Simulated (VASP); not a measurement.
# As (R-3m) in VASP: single point with PBEsol

Aim: the single point of As with PBEsol.

Program: VASP 6.6.1. These are calculated values, not measurements. Logs are shortened: lines on timing, memory, paths and dates and some standing lists are left out, and cuts for length are marked.

## Step 1: The cell of the first run

It takes space group R-3m (No. 166, trigonal). Conventional cell: a = 3.781 Å, b = 3.781 Å, c = 10.102 Å, α = 90.00°, β = 90.00°, γ = 120.00°. As (site symmetry 3m) has 6 As at 2.53 to 3.02 Å within 3.3 Å.

## Step 2: Single point, PBEsol

The input, INCAR:

```
SYSTEM = As
ALGO = Normal
EDIFF = 1E-6
ENCUT = 510
GGA = PS
GGA_COMPAT = .FALSE.
ISIF = 2
ISMEAR = 0
LASPH = .TRUE.
LCHARG = .FALSE.
LREAL = .FALSE.
LWAVE = .FALSE.
NBANDS = 22
NELM = 120
PREC = Accurate
SIGMA = 0.1
```

The input, KPOINTS:

```
k-points
0
G
  15 15 15
  0 0 0
```

The input, POSCAR:

```
As
1.0
    1.8906699445      1.0915788014      3.3674589128
   -1.8906699445      1.0915788014      3.3674589128
    0.0000000000     -2.1831576029      3.3674589127
As
2
Direct
    0.7698033593      0.7698033593      0.7698033593
    0.2301966407      0.2301966407      0.2301966407
```

Potentials or basis: VASP PAW PBE potentials, release 64 (As_d).

Launch:

```console
$ cat potpaw_PBE.64/As_d/POTCAR > POTCAR
$ mpirun -np 1 vasp_std > vasp.out
```

OUTCAR:

```text
SYSTEM = As
   EDIFF = 1E-6
   ENCUT = 510
   GGA = PS
   ISIF = 2
   ISMEAR = 0
   LASPH = .TRUE.
   LREAL = .FALSE.
   NELM = 120
   PREC = Accurate

 ion  position               nearest neighbor table
   1  0.770  0.770  0.770-   2 2.53   2 2.53   2 2.53
   2  0.230  0.230  0.230-   1 2.53   1 2.53   1 2.53

  LATTYP: Found a trigonal (rhomboedric) cell.
 ALAT       =     4.0132227260
 COS(alpha) =     0.5561104606

  Lattice vectors:

 A1 = (   1.8906699445,   1.0915788014,   3.3674589128)
 A2 = (  -1.8906699445,   1.0915788014,   3.3674589128)
 A3 = (   0.0000000000,  -2.1831576029,   3.3674589127)

Analysis of symmetry for initial positions (statically):
=====================================================================
 Subroutine PRICEL returns:
 Original cell was already a primitive cell.

 Routine SETGRP: Setting up the symmetry group for a
 trigonal (rhombohedral) supercell.

 Subroutine GETGRP returns: Found 12 space group operations
 (whereof 12 operations were pure point group operations)
 out of a pool of 12 trial point group operations.

The static configuration has the point symmetry D_3d.

Analysis of symmetry for dynamics (positions and initial velocities):
=====================================================================
 Subroutine PRICEL returns:
 Original cell was already a primitive cell.

 Routine SETGRP: Setting up the symmetry group for a
 trigonal (rhombohedral) supercell.

 Subroutine GETGRP returns: Found 12 space group operations
 (whereof 12 operations were pure point group operations)
 out of a pool of 12 trial point group operations.

The dynamic configuration has the point symmetry D_3d.

 Subroutine INISYM returns: Found 12 space group operations
 (whereof 12 operations are pure point group operations),
 and found     1 'primitive' translations

----------------------------------------------------------------------------------------

                                     Primitive cell

  volume of cell :      41.6989

  direct lattice vectors                    reciprocal lattice vectors
     1.890669944  1.091578801  3.367458913     0.264456523  0.152684045  0.098986607
    -1.890669944  1.091578801  3.367458913    -0.264456523  0.152684045  0.098986607
     0.000000000 -2.183157603  3.367458913     0.000000000 -0.305368090  0.098986607

  length of vectors
     4.013222726  4.013222726  4.013222726     0.321010932  0.321010932  0.321010932

  position of ions in fractional coordinates (direct lattice)
     0.769803359  0.769803359  0.769803359
     0.230196641  0.230196641  0.230196641

  ion indices of the primitive-cell ions
   primitive index   ion index
                 1           1
                 2           2

----------------------------------------------------------------------------------------

 KPOINTS: k-points

Automatic generation of k-mesh.
 Grid dimensions read from file:
 generate k-points for:   15   15   15

 Generating k-lattice:

  Cartesian coordinates                     Fractional coordinates (reciprocal lattice)
     0.017630435  0.010178936  0.006599107     0.066666667  0.000000000  0.000000000
    -0.017630435  0.010178936  0.006599107     0.000000000  0.066666667  0.000000000
     0.000000000 -0.020357873  0.006599107     0.000000000  0.000000000  0.066666667

  Length of vectors
     0.021400729  0.021400729  0.021400729

  Shift w.r.t. Gamma in fractional coordinates (k-lattice)
     0.000000000  0.000000000  0.000000000

 Subroutine IBZKPT returns following result:
 ===========================================

 Found    344 irreducible k-points:

 Following reciprocal coordinates:
            Coordinates               Weight
  0.000000  0.000000  0.000000      1.000000
  0.066667 -0.000000  0.000000      6.000000
  0.133333  0.000000  0.000000      6.000000
  0.200000 -0.000000  0.000000      6.000000
  0.266667  0.000000  0.000000      6.000000
  0.333333 -0.000000  0.000000      6.000000
[... 16 lines left out ...]
  0.133333  0.133333  0.000000      6.000000
  0.200000  0.133333 -0.000000     12.000000
 [... further k-points ...]
   k-points           NKPTS =    344   k-points in BZ     NKDIM =    344   number of bands    NBANDS=     22
   number of dos      NEDOS =    301   number of ions     NIONS =      2
   total plane-waves  NPLWV =  27000
   dimension x,y,z NGX =    30 NGY =   30 NGZ =   30
   dimension x,y,z NGXF=    60 NGYF=   60 NGZF=   60
   ions per type =               2
   NGX,Y,Z   is equivalent  to a cutoff of  12.43, 12.43, 12.43 a.u.
   NGXF,Y,Z  is equivalent  to a cutoff of  24.85, 24.85, 24.85 a.u.
 SYSTEM =  As
   PREC   = accura    normal or accurate (medium, high low for compatibility)
   ISTART =      0    job   : 0-new  1-cont  2-samecut
   ICHARG =      2    charge: 1-file 2-atom 10-const
   ISPIN  =      1    spin polarized calculation?
   LNONCOLLINEAR =      F non collinear calculations
   LSORBIT =      F    spin-orbit coupling
   LASPH  =      T    aspherical Exc in radial PAW
   ENCUT  =  510.0 eV  37.48 Ry    6.12 a.u.   7.39  7.39  7.39*2*pi/ulx,y,z
   NELM   =    120;   NELMIN=  2; NELMDL= -5     # of ELM steps
   EDIFF  = 0.1E-05   stopping-criterion for ELM
   LREAL  =      F    real-space projection
   EDIFFG = 0.1E-04   stopping-criterion for IOM
   NSW    =      0    number of steps for IOM
   IBRION =     -1    ionic relax: 0-MD 1-quasi-New 2-CG
   NFREE  =      0    steps in history (QN), initial steepest desc. (CG)
   ISIF   =      2    stress and relaxation
   ISYM   =      2    0-nonsym 1-usesym 2-fastsym
   POTIM  = 0.5000    time-step for ionic-motion
   TEBEG  =    0.0;   TEEND  =   0.0 temperature during run
   PSTRESS=    0.0 pullay stress
   NELECT =      30.0000    total number of electrons
   NUPDOWN=      -1.0000    fix difference up-down
   EMIN   =  10.00;   EMAX   =-10.00  energy-range for DOS
   EFERMI =   0.00;   METHOD = LEGACY
   ISMEAR =     0;   SIGMA  =   0.10  broadening in eV -4-tet -1-fermi 0-gaus
   EFERMI_NEDOS =   21; number of points for ismear=-14 and -15
   IALGO  =     38    algorithm
   IMIX   =      4    mixing-type and parameters
     AMIX     =   0.40;   BMIX     =  1.00
     AMIX_MAG =   1.60;   BMIX_MAG =  1.00
  volume/ion in A,a.u.               =      20.85       140.70
  Fermi-wavevector in a.u.,A,eV,Ry     =   1.466922  2.772081 29.277849  2.151861
  Thomas-Fermi vector in A             =   2.582602
   LORBIT       =      0    0 simple, 1 ext, 2 COOP (PROOUT), +10 PAW based schemes
   GGA     = PS    functional components
   LHFCALC =     F    Hartree Fock is set to
   AEXX    =    0.0000 exact exchange contribution
   IVDW    =     0    specifies the selected vdW correction
   LEPSILON=     F    determine dielectric tensor
   LRPA    =     F    only Hartree local field effects (RPA)
 non-spin polarized calculation
 Gauss-broadening in eV      SIGMA  =   0.10
  energy-cutoff  :      510.00
  volume of cell :       41.70
 maximum number of plane-waves:      1103
 NGX is ok and might be reduce to    30
   NGX = 15   NGY = 15   NGZ = 15

 number of electron      30.0000017 magnetization

 Free energy of the ion-electron system (eV)
  ---------------------------------------------------
  ext. energy  EPLUGINS =         0.00000000
  ---------------------------------------------------
  free energy    TOTEN  =       -10.24645919 eV

  energy without entropy =      -10.24586064  energy(sigma->0) =      -10.24615991

 E-fermi :   3.9151     XC(G=0): -11.0391

 val. band max:        3.9135241642   @ k =   0.4000   0.2667   0.2667
 cond. band min:       3.9318896926   @ k =   0.3333   0.2000   0.2000
 fundamental gap:      0.0183655284
 Fermi energy:         3.9151114457

 k-point     1 :       0.0000    0.0000    0.0000
  band No.  band energies     occupation
      1     -32.3122      2.00000
      2     -32.3122      2.00000
      3     -32.2665      2.00000
      4     -32.2665      2.00000
      5     -32.2399      2.00000
      6     -32.1998      2.00000
[... 14 lines left out ...]
     21      10.7985      0.00000
     22      12.5377      0.00000

 k-point     2 :       0.0667   -0.0000    0.0000
  band No.  band energies     occupation
      1     -32.3115      2.00000
      2     -32.3109      2.00000
      3     -32.2660      2.00000
      4     -32.2656      2.00000
      5     -32.2394      2.00000
      6     -32.2004      2.00000
[... 14 lines left out ...]
     21      10.5045      0.00000
     22      12.9807      0.00000

 k-point     3 :       0.1333    0.0000    0.0000
  band No.  band energies     occupation
      1     -32.3093      2.00000
      2     -32.3069      2.00000
      3     -32.2646      2.00000
      4     -32.2629      2.00000
      5     -32.2380      2.00000
      6     -32.2023      2.00000
[... 14 lines left out ...]
     21      10.4468      0.00000
     22      14.0220      0.00000

 k-point     4 :       0.2000   -0.0000    0.0000
  band No.  band energies     occupation
      1     -32.3060      2.00000
      2     -32.3005      2.00000
      3     -32.2623      2.00000
      4     -32.2586      2.00000
      5     -32.2358      2.00000
      6     -32.2054      2.00000
[... 14 lines left out ...]
     21      10.9148      0.00000
     22      15.3769      0.00000

 k-point     5 :       0.2667    0.0000    0.0000
  band No.  band energies     occupation
      1     -32.3019      2.00000
      2     -32.2921      2.00000
      3     -32.2596      2.00000
      4     -32.2531      2.00000
      5     -32.2330      2.00000
      6     -32.2094      2.00000
[... 417 lines left out ...]
 k-point    22 :      -0.0667    0.0667    0.0000
  band No.  band energies     occupation
      1     -32.3112      2.00000
      2     -32.3076      2.00000
      3     -32.2653      2.00000
      4     -32.2638      2.00000
      5     -32.2386      2.00000
      6     -32.2020      2.00000
[... 14 lines left out ...]
     21      10.7505      0.00000
     22      12.8802      0.00000

 k-point    23 :       0.1333    0.1333    0.0000
  band No.  band energies     occupation
      1     -32.3118      2.00000
      2     -32.3029      2.00000
      3     -32.2651      2.00000
      4     -32.2619      2.00000
      5     -32.2376      2.00000
      6     -32.2034      2.00000
[... 14 lines left out ...]
     21      11.1941      0.00000
     22      13.0422      0.00000

 k-point    24 :       0.2000    0.1333   -0.0000
  band No.  band energies     occupation
      1     -32.3106      2.00000
      2     -32.2978      2.00000
      3     -32.2638      2.00000
      4     -32.2592      2.00000
      5     -32.2360      2.00000
      6     -32.2057      2.00000
[... 14 lines left out ...]
     21      11.7293      0.00000
     22      13.4479      0.00000

 [... further k-points ...]
[... 5 lines left out ...]
  --------------------------------------------------------------------------------------
  -------------------------------------------------------------------------------------
  Total        0.0781592      0.0781592      0.0719157      0.0000000      0.0000000      0.0000000
  in kB        3.0030746      3.0030746      2.7631859      0.0000000      0.0000000      0.0000000
  external PRESSURE =       2.9231117 kB  Pullay stress =       0.0000000 kB

 VOLUME and BASIS-vectors are now :
 -----------------------------------------------------------------------------
  energy-cutoff  :      510.00
  volume of cell :       41.70
      direct lattice vectors                 reciprocal lattice vectors
     1.890669944  1.091578801  3.367458913     0.264456523  0.152684045  0.098986607
    -1.890669944  1.091578801  3.367458913    -0.264456523  0.152684045  0.098986607
     0.000000000 -2.183157603  3.367458913     0.000000000 -0.305368090  0.098986607

 POSITION                                       TOTAL-FORCE (eV/Angst)
 -----------------------------------------------------------------------------------
      0.00000     -0.00000      7.77684         0.000000      0.000000     -0.006111
      0.00000     -0.00000      2.32553         0.000000     -0.000000      0.006111
 -----------------------------------------------------------------------------------
    total drift:                               -0.000000     -0.000000      0.000000

  FREE ENERGIE OF THE ION-ELECTRON SYSTEM (eV)
  ---------------------------------------------------
  free  energy   TOTEN  =       -10.2464591917 eV

  energy  without entropy=      -10.2458606377  energy(sigma->0) =      -10.24615991
```

It took 2.4 min on 1 thread of Intel Xeon Platinum 8375C at 2.90GHz (Ice Lake), shared host; peak memory 0.35 GiB.

Results:

| Property | Result |
| --- | --- |
| Free energy | -10.2465 eV |
| Pressure | 0.3 GPa |
| Largest force | 0.006 eV/Å |
| Band gap on the k mesh | zero (bands 15 and 16 overlap by 0.14 eV) |

Forces in eV/Å, atoms in the order of the input:
```
As   0.000  0.000 -0.006
As   0.000  0.000  0.006
```

Levels at points of the mesh, in eV from the Fermi level:
| k point | band 12 | band 13 | band 14 | band 15 | band 16 | band 17 | band 18 | band 19 |
| --- | --- | --- | --- | --- | --- | --- | --- | --- |
| (0.00, 0.00, 0.00) | -5.57 | -2.39 | -2.08 | -2.08 | 2.09 | 3.12 | 3.12 | 6.49 |

Caveat: the PAW data sets were made with another functional, which shifts forces and pressure a little.
